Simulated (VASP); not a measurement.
# RbAl2 (P4/mmm) in VASP: further runs, part 2 of 2

VASP 6.6.1.

### Step 3. Relaxation of cell and atoms, PBE

This run uses another cell than the first one, of 43.63 Å³/atom, 0.965 times its volume.

INCAR reads:

```
PREC = Accurate
ENCUT = 600
EDIFF = 1E-6
ISMEAR = 0
SIGMA = 0.1
LREAL = F
LASPH = T
NELM = 100
ALGO = Normal
ISIF = 3
LWAVE = F
LCHARG = F
GGA = PE
IBRION = 2
NSW = 100
EDIFFG = -0.01
```

KPOINTS reads:

```
regular mesh
0
Gamma
  10 10 10
```

POSCAR reads:

```
RbAl2
1.0
    5.2156355985      0.0000000000      0.0000000000
    0.0000000000      5.2156355985      0.0000000000
    0.0000000000      0.0000000000      4.8112101742
Rb Al
1 2
Direct
    0.5000000000      0.5000000000      0.5000000000
    0.0000000000      0.0000000000      0.2488195099
    0.0000000000      0.0000000000      0.7511804901
```

Potentials or basis: VASP PAW PBE potentials, release 64 (Rb_sv, Al).

Command:

```console
$ cat potpaw_PBE.64/Rb_sv/POTCAR potpaw_PBE.64/Al/POTCAR > POTCAR
$ mpirun -np 1 vasp_std > vasp.out
```

OUTCAR:

```text
PREC = Accurate
   ENCUT = 600
   EDIFF = 1E-6
   ISMEAR = 0
   LREAL = F
   LASPH = T
   NELM = 100
   ISIF = 3
   GGA = PE
   IBRION = 2
   NSW = 100
   EDIFFG = -0.01

 ion  position               nearest neighbor table
   1  0.500  0.500  0.500-   2 3.88   3 3.88   2 3.88   3 3.88   2 3.88   3 3.88   2 3.88   3 3.88

   2  0.000  0.000  0.249-   3 2.39   3 2.42   1 3.88   1 3.88   1 3.88   1 3.88
   3  0.000  0.000  0.751-   2 2.39   2 2.42   1 3.88   1 3.88   1 3.88   1 3.88

  LATTYP: Found a simple tetragonal cell.
 ALAT       =     5.2156355985
 C/A-ratio  =     0.9224590337

  Lattice vectors:

 A1 = (   5.2156355985,   0.0000000000,   0.0000000000)
 A2 = (   0.0000000000,   5.2156355985,   0.0000000000)
 A3 = (   0.0000000000,   0.0000000000,   4.8112101742)

Analysis of symmetry for initial positions (statically):
=====================================================================
 Subroutine PRICEL returns:
 Original cell was already a primitive cell.

 Routine SETGRP: Setting up the symmetry group for a
 simple tetragonal supercell.

 Subroutine GETGRP returns: Found 16 space group operations
 (whereof 16 operations were pure point group operations)
 out of a pool of 16 trial point group operations.

The static configuration has the point symmetry D_4h.

Analysis of symmetry for dynamics (positions and initial velocities):
=====================================================================
 Subroutine PRICEL returns:
 Original cell was already a primitive cell.

 Routine SETGRP: Setting up the symmetry group for a
 simple tetragonal supercell.

 Subroutine GETGRP returns: Found 16 space group operations
 (whereof 16 operations were pure point group operations)
 out of a pool of 16 trial point group operations.

The dynamic configuration has the point symmetry D_4h.

[... 137 lines left out ...]
 NGX is ok and might be reduce to    42
   NGX = 21   NGY = 21   NGZ = 19

--------------------------------------- Ionic step        1  -------------------------------------------

 number of electron      15.0000000 magnetization

 Free energy of the ion-electron system (eV)
  ---------------------------------------------------
  ext. energy  EPLUGINS =         0.00000000
  ---------------------------------------------------
  free energy    TOTEN  =        -6.48522651 eV

  energy without entropy =       -6.47463426  energy(sigma->0) =       -6.47993038

------------------------ aborting loop because EDIFF is reached ----------------------------------------

  FORCE on cell =-STRESS in cart. coord.  units (eV):
  Direction    XX          YY          ZZ          XY          YZ          ZX
  --------------------------------------------------------------------------------------
  -------------------------------------------------------------------------------------
  Total        0.2680680      0.2680680      0.1393118      0.0000000     -0.0000000      0.0000000
  in kB        3.2816079      3.2816079      1.7054128      0.0000000     -0.0000000      0.0000000
  external PRESSURE =       2.7562095 kB  Pullay stress =       0.0000000 kB
[... 246 lines left out ...]
--------------------------------------- Ionic step        8  -------------------------------------------

 number of electron      15.0000000 magnetization

 Free energy of the ion-electron system (eV)
  ---------------------------------------------------
  ext. energy  EPLUGINS =         0.00000000
  ---------------------------------------------------
  free energy    TOTEN  =        -6.49098309 eV

  energy without entropy =       -6.48140373  energy(sigma->0) =       -6.48619341

 E-fermi :   0.7930     XC(G=0):  -6.7223

 val. band max:        0.7912558471   @ k =   0.2000   0.2000   0.4000
 cond. band min:       0.8025683726   @ k =   0.5000   0.5000   0.5000
 fundamental gap:      0.0113125255
 Fermi energy:         0.7930190332

 k-point     1 :       0.0000    0.0000    0.0000
  band No.  band energies     occupation
      1     -26.8319      2.00000
      2     -10.9541      2.00000
      3     -10.9026      2.00000
      4     -10.9026      2.00000
      5      -5.8270      2.00000
      6      -0.5743      2.00000
      7       0.6596      1.94082
      8       0.6596      1.94082
      9       1.2949      0.00000
     10       2.3111      0.00000
     11       2.9846      0.00000
[... 309 lines left out ...]
 k-point    24 :       0.2000    0.0000    0.1000
  band No.  band energies     occupation
      1     -26.8315      2.00000
      2     -10.9607      2.00000
      3     -10.9191      2.00000
      4     -10.8999      2.00000
      5      -5.6798      2.00000
      6      -1.0382      2.00000
      7      -0.0574      2.00000
      8       0.6574      1.94496
      9       1.9054      0.00000
     10       2.9339      0.00000
     11       3.8800      0.00000

 [... further k-points ...]

------------------------ aborting loop because EDIFF is reached ----------------------------------------

  FORCE on cell =-STRESS in cart. coord.  units (eV):
  Direction    XX          YY          ZZ          XY          YZ          ZX
  --------------------------------------------------------------------------------------
  -------------------------------------------------------------------------------------
  Total       -0.0028780     -0.0028780     -0.0012142      0.0000000      0.0000000      0.0000000
  in kB       -0.0339230     -0.0339230     -0.0143120      0.0000000      0.0000000      0.0000000
  external PRESSURE =      -0.0273860 kB  Pullay stress =       0.0000000 kB
[... 18 lines left out ...]
  FREE ENERGIE OF THE ION-ELECTRON SYSTEM (eV)
  ---------------------------------------------------
  free  energy   TOTEN  =        -6.4909830859 eV

  energy  without entropy=       -6.4814037293  energy(sigma->0) =       -6.48619341

 reached required accuracy - stopping structural energy minimisation
```

OSZICAR:

```text
N       E                     dE             d eps       ncg     rms          rms(c)
DAV:   1     0.648632343787E+02    0.64863E+02   -0.56375E+03  2772   0.112E+03
DAV:   2    -0.147860459509E+01   -0.66342E+02   -0.63913E+02  3945   0.164E+02
[... 60 lines left out ...]
DAV:   1    -0.649113976331E+01   -0.24304E-03   -0.47889E-03  2895   0.483E-01    0.601E-02
DAV:   2    -0.649102172328E+01    0.11804E-03   -0.31014E-04  3213   0.138E-01    0.302E-02
DAV:   3    -0.649097881663E+01    0.42907E-04   -0.17913E-04  3503   0.800E-02    0.624E-03
DAV:   4    -0.649098087577E+01   -0.20591E-05   -0.97704E-06  3647   0.226E-02    0.446E-03
DAV:   5    -0.649098246569E+01   -0.15899E-05   -0.65191E-07  1826   0.732E-03    0.227E-03
DAV:   6    -0.649098308594E+01   -0.62025E-06   -0.22846E-07  1434   0.417E-03
   8 F= -.64909831E+01 E0= -.64861934E+01  d E =-.167204E-03
```

CONTCAR:

```text
RbAl2
   1.00000000000000
     5.3123494857857949   -0.0000000000000000    0.0000000000000000
    -0.0000000000000000    5.3123494857857949    0.0000000000000000
    -0.0000000000000000   -0.0000000000000000    4.8165033939640862
  Rb              Al
     1     2
Direct
     0.5000000000000000    0.5000000000000000    0.5000000000000000
     0.0000000000000000    0.0000000000000000    0.2501209513227654
     0.0000000000000000    0.0000000000000000    0.7498790486772345

  0.00000000E+00  0.00000000E+00  0.00000000E+00
  0.00000000E+00  0.00000000E+00  0.00000000E+00
  0.00000000E+00  0.00000000E+00  0.00000000E+00
```

Run time: 9.7 min. Hardware: 1 thread of Intel Xeon Platinum 8259CL at 2.50GHz (Skylake/Cascade Lake), shared host; peak memory 0.44 GiB.

Results:

- Free energy: -6.4910 eV
- Relaxed volume: 45.31 Å³/atom
- Relaxed cell: a = 5.312 Å, b = 5.312 Å, c = 4.817 Å, α = 90.00°, β = 90.00°, γ = 90.00°
- Space group after relaxing (to 0.05 Å): P4/mmm (No. 123)
- Energy gained by relaxing: 1.9 meV/atom
- Ionic steps: 8
- Pressure after relaxing: 0.0 GPa

Forces in eV/Å, atoms in the order of the input:
```
Rb   0.000  0.000  0.000
Al   0.000  0.000 -0.002
Al   0.000  0.000  0.002
```

Step by step:
| step | energy change (eV) | largest force (eV/Å) | pressure (GPa) | volume (Å³) |
| --- | --- | --- | --- | --- |
| 1 | 0.0000 | 0.1292 | 0.28 | 130.88 |
| 2 | -0.0027 | 0.0327 | 0.13 | 132.31 |
| 3 | -0.0029 | 0.1032 | 0.07 | 132.94 |
| 4 | -0.0049 | 0.0775 | 0.07 | 134.27 |
| 5 | -0.0056 | 0.0481 | 0.06 | 135.81 |
| 6 | -0.0056 | 0.0517 | 0.06 | 135.60 |
| 7 | -0.0057 | 0.0331 | -0.04 | 136.16 |
| 8 | -0.0058 | 0.0020 | 0.00 | 135.93 |

Final structure:
```xyz
3
Lattice="5.3123 0.0000 0.0000 0.0000 5.3123 0.0000 0.0000 0.0000 4.8165" Properties=species:S:1:pos:R:3 pbc="T T T"
Rb    2.6562    2.6562    2.4083
Al    0.0000    0.0000    1.2047
Al    0.0000    0.0000    3.6118
```

### Step 4. Single point, PBE

This run uses another cell than the first one, of 25.77 Å³/atom, 0.570 times its volume.

INCAR reads:

```
PREC     = Accurate       # precision mode
ENCUT    = 520            # plane-wave cutoff, eV
EDIFF    = 1E-7           # SCF threshold, eV
ISMEAR   = 0              # smearing method
SIGMA    = 0.1            # smearing width, eV
LREAL    = False          # projectors in reciprocal space
LASPH    = True           # aspherical terms in the spheres
NELM     = 100            # most SCF steps
ALGO     = Normal         # electronic algorithm
ISIF     = 2              # what is computed and relaxed
LWAVE    = False          # write WAVECAR
LCHARG   = False          # write CHGCAR
GGA      = PE             # functional
NBANDS   = 14             # bands
```

KPOINTS reads:

```
Automatic mesh
0
Gamma
  4 4 4
```

POSCAR reads:

```
RbAl2
1.0
    4.0732046800      0.0000000000      0.0000000000
    0.0000000000      4.0732046800      0.0000000000
    0.0000000000      0.0000000000      4.6589343600
Rb Al
1 2
Direct
    0.5000000000      0.5000000000      0.5000000000
    0.0000000000      0.0000000000      0.1904172800
    0.0000000000      0.0000000000      0.8095827200
```

Command:

```console
$ cat potpaw_PBE.64/Rb_sv/POTCAR potpaw_PBE.64/Al/POTCAR > POTCAR
$ mpirun -np 1 vasp_std > vasp.out
```

It took 12 s on 1 thread of Intel Xeon Platinum 8375C at 2.90GHz (Ice Lake), shared host; peak memory 0.18 GiB.

Results (log left out):

* Free energy: -1.8154 eV
* Pressure: 24.6 GPa
* Largest force: 15.032 eV/Å

Forces on the atoms (eV/Å):
```
Rb    0.000   0.000   0.000
Al    0.000   0.000  15.032
Al    0.000   0.000 -15.032
```

Stress tensor (GPa, compression positive):
```
10.52  0.00  0.00
 0.00 10.52  0.00
 0.00  0.00 52.86
```

Levels at points of the mesh, in eV from the Fermi level:
```tsv
k point	band 4	band 5	band 6	band 7	band 8	band 9	band 10	band 11	band 12	band 13
(0.00, 0.00, 0.00)	-11.39	-7.55	-1.67	0.33	1.08	1.08	1.66	3.46	5.05	5.05
(0.50, 0.00, 0.00)	-11.32	-6.17	-2.78	-0.44	-0.11	0.53	2.67	4.31	4.91	5.92
(0.50, 0.50, 0.00)	-11.28	-6.33	-1.22	-1.22	-0.87	1.66	2.22	2.41	2.41	5.84
(0.00, 0.00, 0.50)	-11.37	-6.15	-4.93	0.99	0.99	2.56	4.23	4.23	4.55	4.64
(0.50, 0.00, 0.50)	-11.31	-6.03	-3.11	-1.27	-0.33	1.86	2.22	3.39	4.90	6.84
(0.50, 0.50, 0.50)	-11.39	-5.19	-4.03	-1.67	-1.67	2.13	2.13	4.30	6.25	7.00
```

Caveat: the k points lie up to 0.39 Å⁻¹ apart; forces of over 1 eV/Å act on the atoms, so gaps and moduli don't describe the material at rest.

### Step 5. The runs side by side

```tsv
task	cell	k mesh	cutoff (eV)	gap on the mesh (eV)	pressure (GPa)	largest force (eV/Å)
single point	a = 5.305, b = 5.305, c = 4.817 Å, 3 atoms	10 × 10 × 10	520	none	0.0	0.01
relaxation of cell and atoms	relaxed from a = 5.216, b = 5.216, c = 4.811 Å, 3 atoms	10 × 10 × 10	600	none	0.0	-
single point	a = 4.073, b = 4.073, c = 4.659 Å, 3 atoms	4 × 4 × 4	520	none	24.6	15.03
```

Alike in all rows: level PBE; potentials or basis VASP PAW PBE potentials, release 64 (Rb_sv, Al); no spin polarisation; smearing gaussian 0.1 eV.

Caveats: some runs use coarse meshes; forces of over 1 eV/Å act on the atoms, so gaps and moduli don't describe the material at rest (some runs).

Total energies depend on the potentials used, so only differences within one code and one set of settings carry meaning.
